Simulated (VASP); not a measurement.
# Li2O (f.bd3) (Fm-3m) in VASP: notebook

Runs on Li2O (f.bd3). Level: PBE+D3(BJ). Tasks: single point, relaxation of cell and atoms.

Program: VASP 6.6.1. These are calculated values, not measurements. Logs are shortened: lines on timing, memory, paths and dates and some standing lists are left out, and cuts for length are marked.

### 1 The cell of the first run

The structure is cubic, space group Fm-3m (No. 225). Conventional cell: a = 4.600 Å, b = 4.600 Å, c = 4.600 Å, α = 90.00°, β = 90.00°, γ = 90.00°. O (site symmetry m-3m) has 8 Li at 1.99 Å within 2.6 Å. Li (site symmetry -43m) has 4 O at 1.99 Å and 6 Li at 2.30 Å within 2.6 Å.

### 2 Single point, PBE+D3(BJ)

INCAR

```
ALGO = Normal
EDIFF = 1E-6
ENCUT = 750
GGA = PE
GGA_COMPAT = False
ISIF = 2
ISMEAR = 0
IVDW = 12
LASPH = True
LCHARG = True
LELF = True
LREAL = False
LVHAR = True
LWAVE = False
NBANDS = 13
NELM = 120
PREC = Accurate
SIGMA = 0.1
```

KPOINTS

```
k-points
0
Gamma
  6 6 6
```

POSCAR

```
Li2O
1.0
    0.0000000000      2.3000000000      2.3000000000
    2.3000000000      0.0000000000      2.3000000000
    2.3000000000      2.3000000000      0.0000000000
O Li
1 2
Direct
    0.0000000000      0.0000000000      0.0000000000
    0.2500000000      0.2500000000      0.2500000000
    0.7500000000      0.7500000000      0.7500000000
```

Potentials or basis: VASP PAW PBE potentials, release 64 (O, Li_sv).

Launch:

```console
> cat potpaw_PBE.64/O/POTCAR potpaw_PBE.64/Li_sv/POTCAR > POTCAR
> mpirun -np 1 vasp_std > vasp.out
```

OUTCAR:

```text
EDIFF = 1E-6
   ENCUT = 750
   GGA = PE
   ISIF = 2
   ISMEAR = 0
   IVDW = 12
   LASPH = True
   LREAL = False
   NELM = 120
   PREC = Accurate
 IVDW          = 12

 ion  position               nearest neighbor table
   1  0.000  0.000  0.000-   3 1.99   3 1.99   3 1.99   2 1.99   3 1.99   2 1.99   2 1.99   2 1.99

   2  0.250  0.250  0.250-   1 1.99   1 1.99   1 1.99   1 1.99   3 2.30   3 2.30   3 2.30   3 2.30
                             3 2.30   3 2.30
   3  0.750  0.750  0.750-   1 1.99   1 1.99   1 1.99   1 1.99   2 2.30   2 2.30   2 2.30   2 2.30
                             2 2.30   2 2.30

  LATTYP: Found a face centered cubic cell.
 ALAT       =     4.6000000000

  Lattice vectors:

 A1 = (   0.0000000000,   2.3000000000,   2.3000000000)
 A2 = (   2.3000000000,   0.0000000000,   2.3000000000)
 A3 = (   2.3000000000,   2.3000000000,   0.0000000000)

Analysis of symmetry for initial positions (statically):
=====================================================================
 Subroutine PRICEL returns:
 Original cell was already a primitive cell.

 Routine SETGRP: Setting up the symmetry group for a
 face centered cubic supercell.

 Subroutine GETGRP returns: Found 48 space group operations
 (whereof 48 operations were pure point group operations)
 out of a pool of 48 trial point group operations.

The static configuration has the point symmetry O_h .

Analysis of symmetry for dynamics (positions and initial velocities):
=====================================================================
 Subroutine PRICEL returns:
 Original cell was already a primitive cell.

 Routine SETGRP: Setting up the symmetry group for a
 face centered cubic supercell.

 Subroutine GETGRP returns: Found 48 space group operations
 (whereof 48 operations were pure point group operations)
 out of a pool of 48 trial point group operations.

The dynamic configuration has the point symmetry O_h .

 Subroutine INISYM returns: Found 48 space group operations
 (whereof 48 operations are pure point group operations),
 and found     1 'primitive' translations

----------------------------------------------------------------------------------------

                                     Primitive cell

  volume of cell :      24.3340

  direct lattice vectors                    reciprocal lattice vectors
     0.000000000  2.300000000  2.300000000    -0.217391304  0.217391304  0.217391304
     2.300000000  0.000000000  2.300000000     0.217391304 -0.217391304  0.217391304
     2.300000000  2.300000000  0.000000000     0.217391304  0.217391304 -0.217391304

  length of vectors
     3.252691193  3.252691193  3.252691193     0.376532784  0.376532784  0.376532784

  position of ions in fractional coordinates (direct lattice)
     0.000000000  0.000000000  0.000000000
     0.250000000  0.250000000  0.250000000
     0.750000000  0.750000000  0.750000000

  ion indices of the primitive-cell ions
   primitive index   ion index
                 1           1
                 2           2
                 3           3

----------------------------------------------------------------------------------------

 KPOINTS: k-points

Automatic generation of k-mesh.
 Grid dimensions read from file:
 generate k-points for:    6    6    6

 Generating k-lattice:

  Cartesian coordinates                     Fractional coordinates (reciprocal lattice)
    -0.036231884  0.036231884  0.036231884     0.166666667  0.000000000  0.000000000
     0.036231884 -0.036231884  0.036231884     0.000000000  0.166666667  0.000000000
     0.036231884  0.036231884 -0.036231884     0.000000000  0.000000000  0.166666667

  Length of vectors
     0.062755464  0.062755464  0.062755464

  Shift w.r.t. Gamma in fractional coordinates (k-lattice)
     0.000000000  0.000000000  0.000000000

 Subroutine IBZKPT returns following result:
 ===========================================

 Found     16 irreducible k-points:

 Following reciprocal coordinates:
            Coordinates               Weight
  0.000000  0.000000  0.000000      1.000000
  0.166667  0.000000  0.000000      8.000000
  0.333333  0.000000  0.000000      8.000000
  0.500000  0.000000  0.000000      4.000000
  0.166667  0.166667  0.000000      6.000000
  0.333333  0.166667  0.000000     24.000000
[... 8 lines left out ...]
 -0.333333  0.333333  0.166667     24.000000
 -0.333333  0.500000  0.166667     12.000000
   k-points           NKPTS =     16   k-points in BZ     NKDIM =     16   number of bands    NBANDS=     13
   number of dos      NEDOS =    301   number of ions     NIONS =      3
   total plane-waves  NPLWV =  27000
   dimension x,y,z NGX =    30 NGY =   30 NGZ =   30
   dimension x,y,z NGXF=    60 NGYF=   60 NGZF=   60
   ions per type =               1   2
   NGX,Y,Z   is equivalent  to a cutoff of  15.33, 15.33, 15.33 a.u.
   NGXF,Y,Z  is equivalent  to a cutoff of  30.67, 30.67, 30.67 a.u.
 SYSTEM =  unknown system
   PREC   = accura    normal or accurate (medium, high low for compatibility)
   ISTART =      0    job   : 0-new  1-cont  2-samecut
   ICHARG =      2    charge: 1-file 2-atom 10-const
   ISPIN  =      1    spin polarized calculation?
   LNONCOLLINEAR =      F non collinear calculations
   LSORBIT =      F    spin-orbit coupling
   LASPH  =      T    aspherical Exc in radial PAW
   ENCUT  =  750.0 eV  55.12 Ry    7.42 a.u.   7.26  7.26  7.26*2*pi/ulx,y,z
   NELM   =    120;   NELMIN=  2; NELMDL= -5     # of ELM steps
   EDIFF  = 0.1E-05   stopping-criterion for ELM
   LREAL  =      F    real-space projection
   EDIFFG = 0.1E-04   stopping-criterion for IOM
   NSW    =      0    number of steps for IOM
   IBRION =     -1    ionic relax: 0-MD 1-quasi-New 2-CG
   NFREE  =      0    steps in history (QN), initial steepest desc. (CG)
   ISIF   =      2    stress and relaxation
   ISYM   =      2    0-nonsym 1-usesym 2-fastsym
   POTIM  = 0.5000    time-step for ionic-motion
   TEBEG  =    0.0;   TEEND  =   0.0 temperature during run
   PSTRESS=    0.0 pullay stress
   NELECT =      12.0000    total number of electrons
   NUPDOWN=      -1.0000    fix difference up-down
   EMIN   =  10.00;   EMAX   =-10.00  energy-range for DOS
   EFERMI =   0.00;   METHOD = LEGACY
   ISMEAR =     0;   SIGMA  =   0.10  broadening in eV -4-tet -1-fermi 0-gaus
   EFERMI_NEDOS =   21; number of points for ismear=-14 and -15
   IALGO  =     38    algorithm
   IMIX   =      4    mixing-type and parameters
     AMIX     =   0.40;   BMIX     =  1.00
     AMIX_MAG =   1.60;   BMIX_MAG =  1.00
  volume/ion in A,a.u.               =       8.11        54.74
  Fermi-wavevector in a.u.,A,eV,Ry     =   1.293394  2.444160 22.760741  1.672867
  Thomas-Fermi vector in A             =   2.425042
   LORBIT       =      0    0 simple, 1 ext, 2 COOP (PROOUT), +10 PAW based schemes
   GGA     = PE    functional components
   LHFCALC =     F    Hartree Fock is set to
   AEXX    =    0.0000 exact exchange contribution
   IVDW    =    12    specifies the selected vdW correction
   LEPSILON=     F    determine dielectric tensor
   LRPA    =     F    only Hartree local field effects (RPA)
 non-spin polarized calculation
 Gauss-broadening in eV      SIGMA  =   0.10
  energy-cutoff  :      750.00
  volume of cell :       24.33
 maximum number of plane-waves:      1158
 NGX is ok and might be reduce to    30
   NGX = 15   NGY = 15   NGZ = 15

 number of electron      12.0000002 magnetization

 Free energy of the ion-electron system (eV)
  ---------------------------------------------------
  ext. energy  EPLUGINS =         0.00000000
  ---------------------------------------------------
  free energy    TOTEN  =       -14.35413566 eV

  energy without entropy =      -14.35413566  energy(sigma->0) =      -14.35413566

 E-fermi :   1.8912     XC(G=0):  -9.8059

 val. band max:        1.4010867852   @ k =   0.0000   0.0000   0.0000
 cond. band min:       6.4046348077   @ k =   0.5000   0.5000   0.0000
 fundamental gap:      5.0035480226
 Fermi energy:         1.8911699268

 k-point     1 :       0.0000    0.0000    0.0000
  band No.  band energies     occupation
      1     -41.5575      2.00000
      2     -41.2143      2.00000
      3     -14.0685      2.00000
      4       1.4011      2.00000
      5       1.4011      2.00000
      6       1.4011      2.00000
      7       6.7610      0.00000
      8      13.4126      0.00000
      9      13.4126      0.00000
     10      13.4126      0.00000
     11      20.5370      0.00000
     12      20.5370      0.00000
     13      20.5370      0.00000

 k-point     2 :       0.1667    0.0000    0.0000
  band No.  band energies     occupation
      1     -41.5309      2.00000
      2     -41.2341      2.00000
      3     -14.0158      2.00000
      4       0.5536      2.00000
      5       1.2779      2.00000
      6       1.2779      2.00000
      7       7.4648      0.00000
      8      13.4183      0.00000
      9      13.7518      0.00000
     10      13.7518      0.00000
     11      18.7243      0.00000
     12      18.7243      0.00000
     13      21.4330      0.00000

 k-point     3 :       0.3333    0.0000    0.0000
  band No.  band energies     occupation
      1     -41.4612      2.00000
      2     -41.2902      2.00000
      3     -13.9018      2.00000
      4      -0.8110      2.00000
      5       1.0526      2.00000
      6       1.0526      2.00000
      7       9.0310      0.00000
      8      12.7499      0.00000
      9      13.7968      0.00000
     10      13.7968      0.00000
     11      18.5690      0.00000
     12      18.5690      0.00000
     13      23.3269      0.00000
[... 177 lines left out ...]
 k-point    15 :      -0.3333    0.3333    0.1667
  band No.  band energies     occupation
      1     -41.3685      2.00000
      2     -41.3682      2.00000
      3     -13.7957      2.00000
      4      -0.8635      2.00000
      5       0.1337      2.00000
      6       0.3369      2.00000
      7       8.9857      0.00000
      8      11.8663      0.00000
      9      15.1381      0.00000
     10      15.3465      0.00000
     11      19.2064      0.00000
     12      19.5449      0.00000
     13      24.6552      0.00000

 k-point    16 :      -0.3333    0.5000    0.1667
  band No.  band energies     occupation
      1     -41.3949      2.00000
      2     -41.3391      2.00000
      3     -13.7840      2.00000
      4      -0.3454      2.00000
      5      -0.1558      2.00000
      6      -0.0509      2.00000
      7       7.8774      0.00000
      8      12.8438      0.00000
      9      15.3509      0.00000
     10      15.9582      0.00000
     11      18.3601      0.00000
     12      21.5309      0.00000
     13      23.5851      0.00000

------------------------ aborting loop because EDIFF is reached ----------------------------------------

 Edisp (eV)   -0.80302

 E8    (eV) :    -0.3126

  FORCE on cell =-STRESS in cart. coord.  units (eV):
  Direction    XX          YY          ZZ          XY          YZ          ZX
  --------------------------------------------------------------------------------------
  -------------------------------------------------------------------------------------
  Total      -0.66254    -0.66254    -0.66254    -0.00000    -0.00000     0.00000
  in kB     -43.62210   -43.62210   -43.62210    -0.00000    -0.00000     0.00000
  external pressure =      -43.62 kB  Pullay stress =        0.00 kB

 VOLUME and BASIS-vectors are now :
 -----------------------------------------------------------------------------
  energy-cutoff  :      750.00
  volume of cell :       24.33
      direct lattice vectors                 reciprocal lattice vectors
     0.000000000  2.300000000  2.300000000    -0.217391304  0.217391304  0.217391304
     2.300000000  0.000000000  2.300000000     0.217391304 -0.217391304  0.217391304
     2.300000000  2.300000000  0.000000000     0.217391304  0.217391304 -0.217391304

 POSITION                                       TOTAL-FORCE (eV/Angst)
 -----------------------------------------------------------------------------------
      0.00000      0.00000      0.00000        -0.000000      0.000000      0.000000
      1.15000      1.15000      1.15000         0.000000     -0.000000      0.000000
      3.45000      3.45000      3.45000         0.000000      0.000000     -0.000000
 -----------------------------------------------------------------------------------
    total drift:                                0.000000     -0.000000      0.000000

  FREE ENERGIE OF THE ION-ELECTRON SYSTEM (eV)
  ---------------------------------------------------
  free  energy   TOTEN  =       -15.1571578126 eV

  energy  without entropy=      -15.1571578126  energy(sigma->0) =      -15.15715781
```

Run time: 21 s. Hardware: 1 thread of Intel Xeon 8259CL, shared host; peak memory 0.17 GiB.

What came out:

```
Free energy                : -15.1572 eV
Pressure                   : -4.4 GPa
Band gap on the k mesh     : 5.00 eV, indirect (least direct gap 5.36 eV)
Dispersion energy per atom : -0.268 eV
```

Levels at points of the mesh, in eV from the valence-band top:
```
           k point  band 2  band 3  band 4  band 5  band 6  band 7  band 8  band 9  band 10  band 11
(0.00, 0.00, 0.00)  -42.62  -15.47    0.00    0.00    0.00    5.36   12.01   12.01    12.01    19.14
(0.50, 0.00, 0.00)  -42.77  -15.24   -2.80   -0.45   -0.45    9.30    9.94   12.13    12.13    17.99
(0.50, 0.50, 0.00)  -42.71  -15.19   -1.61   -1.40   -1.40    5.00   13.66   13.66    14.88    15.89
```

A k mesh can miss the band edges. A hybrid or GW would open this gap; PBE tends to underestimate it.

(Continued in part 2 of 2.)
